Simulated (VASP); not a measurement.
Pt:

```xyz
1
Lattice="0.0000 1.9335 1.9335 1.9335 0.0000 1.9335 1.9335 1.9335 0.0000" Properties=species:S:1:pos:R:3 pbc="T T T"
Pt    0.0000    0.0000    0.0000
```

This cell differs from its parent crystal: volume scaled by 0.96.

Base run:

* Program: VASP 6.6.1
* Functional: r2SCAN
* Potentials or basis: VASP PAW PBE potentials, release 64 (Pt)
* Cutoff: 520 eV
* k mesh: 8 × 8 × 8
* Occupations: gaussian, width 0.05 eV
* Spin: non-collinear spin, zero start, spin-orbit coupling
* Starting moments: [[0.0, 0.0, 0.0]] μB

Its results: pressure 19.3 GPa; net moment 0.00 μB per cell.

Task: The run is repeated on the same cell with these changes: potentials or basis from VASP PAW PBE potentials, release 64 (Pt) to VASP PAW PBE potentials, release 64 (Pt_sv_GW); cutoff from 520 eV to 550 eV; further incar settings from ALGO = Normal; EDIFF = 1e-06; NBANDS = 21 to ALGO = Normal; EDIFF = 1e-06; NBANDS = 29; valence electrons from 10 to 18. What comes out?

Result: Pressure 17.2 GPa; net moment 0.00 μB per cell.

Caveats: the PAW data sets were made with another functional, which shifts forces and pressure a little.
